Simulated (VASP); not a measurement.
Wanted: the native input for a VASP 6.6.1 run.

```yaml
Task: electric field gradients
Functional: PBE
Potentials_or_basis: VASP PAW PBE potentials, release 64 (Hf_pv, C)
Cutoff: 520 eV
k_mesh: 15 × 15 × 15
Occupations: fermi-dirac, width 0.05 eV
Spin: no spin polarisation
Dipole_correction: no
Further_INCAR_settings: ALGO = Normal; EDIFF = 1e-08; NBANDS = 14
```

The structure of HfC lies in POSCAR:

```
HfC
1.0
    0.0000000000      2.3250000000      2.2552500000
    2.3250000000      0.0000000000      2.2552500000
    2.3250000000      2.3250000000      0.0000000000
Hf C
1 1
Direct
    0.5000000000      0.5000000000      0.5000000000
    0.0000000000      0.0000000000      0.0000000000
```

This cell differs from its parent crystal: zz strain of -3 %.

One way to write it, as run:

INCAR

```
PREC = Accurate
ENCUT = 520
EDIFF = 1E-8
ISMEAR = -1
SIGMA = 0.05
LREAL = False
LASPH = True
NELM = 60
ALGO = Normal
ISIF = 2
LWAVE = False
LCHARG = False
GGA = PE
LEFG = True
NBANDS = 14
```

KPOINTS

```
regular mesh
0
Gamma
  15 15 15
```

Potentials or basis: VASP PAW PBE potentials, release 64 (Hf_pv, C).

The run is started by

```console
$ cat potpaw_PBE.64/Hf_pv/POTCAR potpaw_PBE.64/C/POTCAR > POTCAR
$ mpirun -np 1 vasp_std > vasp.out
```

It gave:

```json
{
  "Pressure": "7.7 GPa",
  "Band gap on the k mesh": "zero (band 7 reaches 7.32 eV, above the bottom of band 8 at 5.56 eV)"
}
```

Caveat: the cell differs from its parent crystal (zz strain of -3 %); without QUAD_EFG the Cq values of the log hold for a quadrupole moment of 1 mb, not for the nuclei; spin-orbit coupling is left out, which moves the levels of the heavy elements.

Run time: 33 s on 1 thread of Intel(R) Xeon(R) Platinum 8559C (Emerald Rapids), on a shared host, peak memory 0.22 GiB.
